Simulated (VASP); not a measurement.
GaAs: elastic constants with PBE

Crystal: GaAs.

```
Ga As
1.0
     0.00000    2.77570    2.77570
     2.77570    0.00000    2.77570
     2.77570    2.77570    0.00000
Ga As
1 1
Direct
  0.00000 0.00000 0.00000
  0.75000 0.75000 0.75000
```

```json
{
 "Program": "VASP 6.6.1",
 "Task": "elastic constants",
 "Functional": "PBE",
 "Potentials or basis": "VASP PAW PBE potentials, release 64 (Ga_d, As)",
 "Cutoff": "600 eV",
 "k mesh": "12 × 12 × 12",
 "Occupations": "gaussian, width 0.01 eV",
 "Spin": "no spin polarisation",
 "Dipole correction": "no",
 "Ions in elastic constants": "relaxed",
 "Further INCAR settings": "ALGO = Normal; EDIFF = 1e-08; IBRION = 6; POTIM = 0.015; NSW = 1; ISIF = 3"
}
```

| Property | Result |
| --- | --- |
| Elastic constants C11, C12, C44 | 127, 69, 58 GPa |
| Voigt bulk modulus | 88 GPa |
| Highest phonon frequency at Γ, LO-TO splitting left out | 286 cm⁻¹ |

Phonon frequencies in cm⁻¹ (negative: imaginary):
| q point | frequencies |
| --- | --- |
| (0.000, 0.000, 0.000) | 0 0 0 286 286 286 |

Elastic tensor in Voigt notation (GPa, in the Cartesian axes of the cell as first typed):
```
127  69  69   0   0   0
 69 127  69   0   0   0
 69  69 127   0   0   0
  0   0   0  58   0   0
  0   0   0   0  58   0
  0   0   0   0   0  58
```

Clamped-ion elastic tensor (GPa):
```
127  69  69   0   0   0
 69 127  69   0   0   0
 69  69 127   0   0   0
  0   0   0  94   0   0
  0   0   0   0  94   0
  0   0   0   0   0  94
```

It took 17 min on 1 thread of Intel(R) Xeon(R) Platinum 8488C (Sapphire Rapids), with other jobs on the host, peak memory 0.67 GiB.

Caveat: the cell is under stress, which shifts elastic constants.
